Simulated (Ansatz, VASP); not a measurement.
**C in VASP and in Ansatz**

```
C
1.0
     1.27407   -2.09149    0.00000
     1.27407    2.09149    0.00000
     0.00000    0.00000    7.24754
C
4
Direct
  0.08332 0.91668 0.74984
  0.58332 0.41668 0.25016
  0.91668 0.08332 0.25016
  0.41668 0.58332 0.74984
```

Change from the starting cell: volume 9.656 Å^3 an atom, stretch along a over the lengths across it, relative to the relaxed cell 1.0549.

Alike in both runs: task single point; functional PBEsol; k mesh 21 × 21 × 6; occupations gaussian, width 0.15 eV; no spin polarisation.

|  | VASP | Ansatz |
| --- | --- | --- |
| version | VASP 6.6.1 | Ansatz 0.2.0 |
| potentials or method | VASP PAW PBE potentials, release 64 (C), cutoff 520 eV | scalar-relativistic, plane waves, PAW |
| valence electrons in the cell | 16 | 16 |

Ansatz gave:

| Property | Result |
| --- | --- |
| gap on the k mesh at the Fermi level (eV) | 0.11 |
| least direct gap on the mesh (eV) | 0.11 |
| pressure (GPa) | -6.0 |
| traceless stress, the component that is largest in VASP (GPa) | -24.61 |
| rms of the force components (eV/Å) | 0.360 |

Q: What did VASP give for the same quantities?

A: gap on the k mesh at the Fermi level (eV): 0.11; least direct gap on the mesh (eV): 0.11; pressure (GPa): -5.3; traceless stress, the component that is largest in VASP (GPa): -24.33; rms of the force components (eV/Å): 0.368.

VASP's potentials were made for PBE, not for PBEsol, and Ansatz warns of the same on its side. Atom by atom the forces differ by 0.008 eV/Å (rms over components).
